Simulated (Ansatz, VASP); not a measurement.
One calculation of Br, two programs

The input INCAR:

```
PREC = Accurate
ENCUT = 600
EDIFF = 1E-7
ISMEAR = 0
SIGMA = 0.1
LREAL = F
LASPH = T
NELM = 80
ALGO = Normal
ISIF = 3
LWAVE = F
LCHARG = F
GGA = PE
IBRION = 2
NSW = 100
EDIFFG = -0.01
```

The input KPOINTS:

```
regular mesh
0
Gamma
  12 12 12
```

File POSCAR:

```
Br
1.0
    4.9110491667      0.0000000000      0.0000000000
   -2.4555245833      4.2530933376      0.0000000000
    0.0000000000      0.0000000000      4.7545426421
Br
2
Direct
    0.6666666667      0.3333333333      0.0000000000
    0.3333333333      0.6666666667      0.0000000000
```

Input for Ansatz:

```yaml
crystal:
  lattice:
    - [4.9110491667, 0.0, 0.0]
    - [-2.4555245833, 4.2530933376, 0.0]
    - [0.0, 0.0, 4.7545426421]
  atoms:
    - { symbol: Br, position: [0.6666666667, 0.3333333333, 0.0] }
    - { symbol: Br, position: [0.3333333333, 0.6666666667, 0.0] }
basis:
  ecutwfc: 420
kpoints:
  mp_grid: { grid: [12, 12, 12] }
hamiltonian:
  xc: pbe
scf:
  occupations: { method: gaussian, width: 0.1 }
output:
  forces: true
  stress: true
  eigenvalues: true
  write_density: true
  write_potential: true
  elf: true
  volumetric_format: npy
relax:
  adjacent_minimum: "off"
  f_tol: 0.01
  max_steps: 80
  cell: { stress_tol: 0.05 }
```

Alike in both runs: task relaxation of cell and atoms; functional PBE; k mesh 12 × 12 × 12; occupations gaussian, width 0.1 eV; no spin polarisation.

|  | VASP | Ansatz |
| --- | --- | --- |
| version | VASP 6.6.1 | Ansatz 0.2.0 |
| potentials or method | VASP PAW PBE potentials, release 64 (Br), cutoff 600 eV | scalar-relativistic, plane waves, PAW |
| valence electrons in the cell | 14 | 14 |

|  | VASP | Ansatz | Ansatz less VASP |
| --- | --- | --- | --- |
| gap on the k mesh at the Fermi level, each at its own relaxed structure (eV) | none | none | - |
| relaxed volume (Å³/atom) | 49.65 | 49.65 | 0.000 |
| relaxed length of the cell vector where the two differ most in proportion (Å) | 4.911 | 4.911 | 0.0000 |

A gap of «none» marks a metal or a gap that the smearing closes. Ansatz's warnings: xc potential rough in thin density.

Noted on VASP's run: the relaxation stopped at its first step, so nothing moved.
